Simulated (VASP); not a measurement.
Runs of VASP 6.6.1 on Cu2O. The structure is that of space group Pn-3m (No. 224), or close to it. The cells are those of the table. 

```csv
cell,k mesh,gap on the mesh (eV),pressure (GPa)
"a = 4.033 Å, 6 atoms",10 × 10 × 10,0.56,26.3
"a = 4.182 Å, 6 atoms",8 × 8 × 8,(b),5.0
"a = 4.116 Å, 6 atoms",8 × 8 × 8,0.77,13.1
"a = 3.918 Å, 6 atoms",10 × 10 × 10,0.18,(a)
```

Alike in all rows: task single point; level PBEsol; potentials or basis VASP PAW PBE potentials, release 64 (Cu, O); no spin polarisation; cutoff (eV) 600; smearing gaussian 0.02 eV.

Q: Fill in the values left out.

A: (a) 51.7; (b) 0.64.

Caveats: the cell stands under pressure; the PAW data sets were made with another functional, which shifts forces and pressure a little.

A k mesh can miss the band edges.
